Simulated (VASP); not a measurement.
## Co: single point with PBE

Crystal: Co.

```xyz
2
Lattice="1.2499 2.1648 0.0000 -1.2499 2.1648 0.0000 0.0000 0.0000 3.9558" Properties=species:S:1:pos:R:3 pbc="T T T"
Co    0.0000    1.4432    0.9889
Co    0.0000    2.8864    2.9668
```

```
Program                 : VASP 6.6.1
Task                    : single point
Functional              : PBE
Potentials or basis     : VASP PAW PBE potentials, release 64 (Co)
Cutoff                  : 520 eV
k mesh                  : 15 × 15 × 9
Occupations             : fermi-dirac, width 0.1 eV
Spin                    : no spin polarisation
Dipole correction       : no
k mesh for the DOS      : 23 × 23 × 14
Occupations for the DOS : tetrahedron
Further INCAR settings  : ALGO = Normal; EDIFF = 1e-07; NBANDS = 16
```

```
Valence electrons inside the program's atomic spheres : Co 8.30
```

Levels at points of the mesh, in eV from the Fermi level:
```
           k point  band 7  band 8  band 9  band 10  band 11  band 12
(0.00, 0.00, 0.00)   -1.44   -1.18   -1.18     0.08     0.08     0.18
(0.00, 0.00, 0.50)   -1.91   -1.91   -0.25    -0.25    -0.25    -0.25
```

Wall time 3.5 min on 1 thread of AMD EPYC 7R13 Processor (Zen 3), with other jobs on the host, peak memory 0.4 GiB.

Caveat: the run has no spin polarisation, though such a crystal can be magnetic. Spin polarisation is off, so any magnetic state and its effect on volume and gap are missing.
